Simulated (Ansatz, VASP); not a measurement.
# Mo6CO in VASP and in Ansatz

```
Mo C O
1.0
     4.46958    0.00000    0.00000
    -2.23479    3.87077    0.00000
     0.00000    0.00000   22.25957
Mo C O
6 1 1
Cartesian
  2.2348 1.2903 4.0000
  0.0000 2.5805 4.9123
  0.0000 0.0000 5.8247
  2.2348 1.2903 6.6566
  0.0000 2.5805 7.4686
  0.0000 0.0000 8.2596
  0.0000 1.2903 10.9296
  0.0000 2.2948 11.5096
```

Alike in both runs: task single point; functional PBE; k mesh 6 × 6 × 1; occupations gaussian, width 0.1 eV; no spin polarisation.

```csv
,VASP,Ansatz
version,VASP 6.6.1,Ansatz 0.2.0
potentials or method,"VASP PAW PBE potentials, release 64 (Mo_sv, C, O), cutoff 520 eV","scalar-relativistic, plane waves, PAW"
valence electrons in the cell,94,94
```

```csv
,VASP,Ansatz,Ansatz less VASP
gap on the k mesh at the Fermi level (eV),none,none,-
rms of the force components (eV/Å),0.572,0.702,+0.1302
```

Atom by atom the forces differ by 0.225 eV/Å (rms over components). A gap of «none» marks a metal or a gap that the smearing closes.

Noted on VASP's run: the standard files for N, O and F lose accuracy on very short bonds.
